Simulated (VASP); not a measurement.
Br: single point with LDA

Br:

```xyz
3
Lattice="4.5355 0.0000 0.0000 0.0000 4.5355 0.0000 0.0000 0.0000 4.5355" Properties=species:S:1:pos:R:3 pbc="T T T"
Br    2.2678    0.0000    0.0000
Br    0.0000    2.2678    0.0000
Br    0.0000    0.0000    2.2678
```

```yaml
Program: VASP 6.6.1
Task: single point
Functional: LDA
Potentials_or_basis: VASP PAW LDA potentials, release 64 (Br)
Cutoff: 500 eV
k_mesh: 6 × 6 × 6
Occupations: fermi-dirac, width 0.15 eV
Spin: no spin polarisation
```

| Property | Result |
| --- | --- |
| Pressure | -2.9 GPa |
| Band gap on the k mesh | zero (an odd number of electrons rules out a gap without spin polarisation) |

Levels at points of the mesh, in eV from the Fermi level:
```tsv
k point	band 7	band 8	band 9	band 10	band 11	band 12	band 13	band 14
(0.00, 0.00, 0.00)	-0.99	-0.99	-0.99	0.36	0.36	0.36	4.60	7.04
(0.50, 0.00, 0.00)	-2.09	-1.84	-1.84	-1.52	-0.06	-0.06	7.03	7.77
(0.50, 0.50, 0.00)	-1.95	-1.95	-1.76	-1.76	0.28	0.57	7.76	8.53
(0.50, 0.50, 0.50)	-3.84	0.34	0.34	0.59	0.59	0.59	5.07	9.31
```

It took 32 s on 1 thread of Intel Xeon 8259CL (shared host), peak memory 0.17 GiB.

Caveat: an odd number of electrons without spin polarisation forces a metal; a magnetic or distorted state may lie lower.
